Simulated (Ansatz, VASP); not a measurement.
## CdS: VASP beside Ansatz

```xyz
4
Lattice="4.1360 0.0000 0.0000 -2.0680 3.5819 0.0000 0.0000 0.0000 6.7130" Properties=species:S:1:pos:R:3 pbc="T T T"
Cd    0.0000    2.3879   -0.0002
Cd    2.0680    1.1940    3.3563
S     0.0000    2.3879    2.5310
S     2.0680    1.1940    5.8875
```

Alike in both runs: functional PBE; k mesh 8 × 8 × 5; occupations gaussian, width 0.05 eV; no spin polarisation.

Ansatz relaxed the structure, and its values are those at the end. VASP's run is a single point on that final structure, the one shown.

|  | VASP | Ansatz |
| --- | --- | --- |
| version | VASP 6.6.1 | Ansatz 0.2.0 |
| potentials or method | VASP PAW PBE potentials, release 64 (Cd, S) | scalar-relativistic, plane waves, PAW |
| plane-wave cutoff (eV) | 520 | 420 |
| valence electrons in the cell | 36 | 52 |

|  | VASP | Ansatz | Ansatz less VASP |
| --- | --- | --- | --- |
| pressure (GPa) | 3.1 | 2.7 | -0.35 |

The functional is the same, so the differences come from potentials, cutoffs and numerics. VASP's potentials hold 36 valence electrons a cell and Ansatz's 52, so a difference there can come from the potentials and not from the codes. Ansatz's warnings: stress scf threshold loose.
